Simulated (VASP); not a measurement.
# WS2: single point with PBEsol+D3(BJ)

The system is WS2, a slab with vacuum.

```
CELL_PARAMETERS angstrom
3.12394 0.00000 0.00000
-1.56197 2.70541 0.00000
0.00000 0.00000 16.93754
ATOMIC_POSITIONS crystal
W 0.33333 0.66667 0.00081
S 0.64720 0.33333 0.90484
S 0.68613 0.33333 0.09053
```

This cell differs from its parent crystal: mode 4 frozen in at -0.061 Å and mode 9 at -0.039 Å (largest displacements).

```json
{"Program": "VASP 6.6.1", "Task": "single point", "Functional": "PBEsol", "Dispersion": "D3(BJ)", "Potentials or basis": "VASP PAW PBE potentials, release 64 (W_sv, S)", "Cutoff": "520 eV", "k mesh": "12 × 12 × 2", "Occupations": "gaussian, width 0.05 eV", "Spin": "no spin polarisation", "Dipole correction": "no", "Further INCAR settings": "ALGO = Normal; EDIFF = 1e-06; NBANDS = 20"}
```

```
Largest force              : 1.827 eV/Å
Band gap on the k mesh     : 1.95 eV, indirect (least direct gap 2.03 eV)
Dispersion energy per atom : -0.253 eV
```

Forces on the atoms (eV/Å):
```
W    0.162  0.065 -1.818
S    0.559 -0.026  0.788
S   -0.722 -0.038  1.030
```

Levels at points of the mesh, in eV from the valence-band top:
| k point | band 9 | band 10 | band 11 | band 12 | band 13 | band 14 | band 15 | band 16 | band 17 | band 18 |
| --- | --- | --- | --- | --- | --- | --- | --- | --- | --- | --- |
| (0.00, 0.00, 0.00) | -2.86 | -2.26 | -1.48 | -1.47 | -0.15 | 2.81 | 3.02 | 3.23 | 3.47 | 5.12 |
| (0.50, 0.00, 0.00) | -4.55 | -3.43 | -2.25 | -1.11 | -0.99 | 3.10 | 3.44 | 4.06 | 4.89 | 5.32 |
| (0.00, 0.50, 0.00) | -4.58 | -3.44 | -2.26 | -1.10 | -0.96 | 3.10 | 3.45 | 4.11 | 4.84 | 5.32 |
| (0.50, 0.50, 0.00) | -4.58 | -3.47 | -2.29 | -1.09 | -0.91 | 3.11 | 3.47 | 4.13 | 4.91 | 5.28 |
| (0.00, 0.00, 0.50) | -2.86 | -2.26 | -1.48 | -1.47 | -0.15 | 2.81 | 3.02 | 3.23 | 3.47 | 5.21 |
| (0.50, 0.00, 0.50) | -4.55 | -3.43 | -2.25 | -1.11 | -0.99 | 3.10 | 3.44 | 4.06 | 4.89 | 5.32 |
| (0.00, 0.50, 0.50) | -4.58 | -3.44 | -2.26 | -1.10 | -0.96 | 3.10 | 3.45 | 4.11 | 4.84 | 5.32 |
| (0.50, 0.50, 0.50) | -4.58 | -3.47 | -2.29 | -1.09 | -0.91 | 3.11 | 3.47 | 4.13 | 4.91 | 5.28 |

It took 13 min on 1 thread of Oxide Virtual Turin-like Processor, with other jobs on the host, peak memory 0.5 GiB.

Caveat: the cell differs from its parent crystal (mode 4 frozen in at -0.061 Å and mode 9 at -0.039 Å (largest displacements)); the PAW data sets were made with another functional, which shifts forces and pressure a little; spin-orbit coupling is left out, which moves the levels of the heavy elements.
